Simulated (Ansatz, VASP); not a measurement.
# C in VASP and in Ansatz

```
C
1.0
     0.00000    1.78573    1.78573
     1.78573    0.00000    1.78573
     1.78573    1.78573    0.00000
C
2
Direct
  0.50000 0.50000 0.50000
  0.75000 0.75000 0.75000
```

Change from the starting cell: the structure that the rattled cell fell into.

Alike in both runs: task relaxation of cell and atoms; functional PBE; k mesh 12 × 12 × 12; occupations gaussian, width 0.02 eV; no spin polarisation.

|  | VASP | Ansatz |
| --- | --- | --- |
| version | VASP 6.6.1 | Ansatz 0.2.0 |
| potentials or method | VASP PAW PBE potentials, release 64 (C), cutoff 600 eV | scalar-relativistic, plane waves, PAW |
| valence electrons in the cell | 8 | 8 |

|  | VASP | Ansatz | Ansatz less VASP |
| --- | --- | --- | --- |
| gap on the k mesh at the Fermi level, each at its own relaxed structure (eV) | 4.14 | 4.15 | +0.006 |
| relaxed volume (Å³/atom) | 5.69 | 5.69 | 0.000 |
| relaxed length of the cell vector where the two differ most in proportion (Å) | 2.525 | 2.525 | 0.0000 |

Noted on VASP's run: the relaxation stopped at its first step, so nothing moved.
